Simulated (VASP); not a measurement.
Write the native input for VASP 6.6.1 that does the following.

| Property | Result |
| --- | --- |
| Task | single point |
| Functional | r2SCAN |
| Potentials or basis | VASP PAW PBE potentials, release 64 (W_sv, C) |
| Cutoff | 520 eV |
| k mesh | 16 × 16 × 16 |
| Occupations | gaussian, width 0.1 eV |
| Spin | no spin polarisation |
| Dipole correction | no |
| Further INCAR settings | ALGO = Normal; EDIFF = 1e-07; NBANDS = 16 |

WC:

```xyz
2
Lattice="0.0000 2.1824 2.1824 2.1824 0.0000 2.1824 2.1824 2.1824 0.0000" Properties=species:S:1:pos:R:3 pbc="T T T"
W     0.0000    0.0000    0.0000
C     2.1824    2.1824    2.1824
```

One way to write it, as run:

POSCAR

```
WC
1.0
    0.0000000000      2.1824154782      2.1824154782
    2.1824154782      0.0000000000      2.1824154782
    2.1824154782      2.1824154782      0.0000000000
W C
1 1
Direct
    0.0000000000      0.0000000000      0.0000000000
    0.5000000000      0.5000000000      0.5000000000
```

INCAR.step1

```
SYSTEM = WC
ALGO = Normal ; EDIFF = 1E-4
ENCUT = 520 ; GGA = PE
ISMEAR = 0 ; LASPH = .True.
LCHARG = .False. ; LREAL = .False.
LWAVE = .True. ; NBANDS = 16
NELM = 100 ; PREC = Accurate
SIGMA = 0.1
```

INCAR.step2

```
SYSTEM = WC
ALGO = Normal ; EDIFF = 1E-7
ENCUT = 520 ; ISIF = 2
ISMEAR = 0 ; ISTART = 1
LASPH = .True. ; LCHARG = .False.
LMIXTAU = .True. ; LREAL = .False.
LWAVE = .False. ; METAGGA = R2SCAN
NBANDS = 16 ; NELM = 100
PREC = Accurate ; SIGMA = 0.1
```

KPOINTS

```
k-points
0
Gamma
  16 16 16
  0 0 0
```

Potentials or basis: VASP PAW PBE potentials, release 64 (W_sv, C).

Run with:

```console
$ cat potpaw_PBE.64/W_sv/POTCAR potpaw_PBE.64/C/POTCAR > POTCAR
$ cp INCAR.step1 INCAR
$ mpirun -np 1 vasp_std > vasp.out
$ cp INCAR.step2 INCAR
$ mpirun -np 1 vasp_std > vasp.out
```

It gave:

```
Pressure               : 1.7 GPa
Band gap on the k mesh : zero (band 9 reaches 13.74 eV, above the bottom of band 10 at 10.44 eV)
```

Caveat: the PAW data sets were made with another functional, which shifts forces and pressure a little; spin-orbit coupling is left out, which moves the levels of the heavy elements.

It took 64 s on 1 thread of Intel(R) Xeon(R) 6975P-C (Granite Rapids), on a shared host, peak memory 0.17 GiB.
